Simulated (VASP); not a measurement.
InSb: electric field gradients with PBE

The system is InSb.

```
In Sb
1.0
     0.00000    3.21736    3.21736
     3.21736    0.00000    3.21736
     3.21736    3.21736    0.00000
In Sb
1 1
Direct
  0.00000 0.00000 0.00000
  0.75000 0.75000 0.75000
```

```yaml
Program: VASP 6.6.1
Task: electric field gradients
Functional: PBE
Potentials_or_basis: VASP PAW PBE potentials, release 64 (In_d, Sb)
Cutoff: 520 eV
k_mesh: 10 × 10 × 10
Occupations: fermi-dirac, width 0.03 eV
Spin: no spin polarisation
Dipole_correction: no
Further_INCAR_settings: ALGO = Normal; EDIFF = 1e-08; NBANDS = 16
```

```yaml
Pressure: 4.2 GPa
Band_gap_on_the_k_mesh: zero (filled and empty bands touch)
Largest_electric_field_gradient_by_atom: zero within the noise of the run
```

Levels at points of the mesh, in eV from the Fermi level:
| k point | band 5 | band 6 | band 7 | band 8 | band 9 | band 10 | band 11 | band 12 | band 13 | band 14 |
| --- | --- | --- | --- | --- | --- | --- | --- | --- | --- | --- |
| (0.00, 0.00, 0.00) | -14.59 | -10.88 | -0.10 | -0.03 | -0.03 | -0.03 | 2.93 | 2.93 | 2.93 | 5.72 |
| (0.50, 0.00, 0.00) | -14.59 | -9.46 | -5.74 | -1.06 | -1.06 | 0.55 | 3.79 | 3.79 | 6.06 | 8.37 |
| (0.50, 0.50, 0.00) | -14.58 | -8.82 | -6.03 | -2.36 | -2.36 | 1.28 | 1.29 | 8.25 | 8.25 | 8.92 |

It took 63 s on 1 thread of Intel Xeon 8259CL, with other jobs on the host, peak memory 0.23 GiB.

Caveat: the cell stands under pressure; semilocal functionals underestimate gaps, so a narrow gap can read as zero; spin-orbit coupling is left out, which moves the levels of the heavy elements.
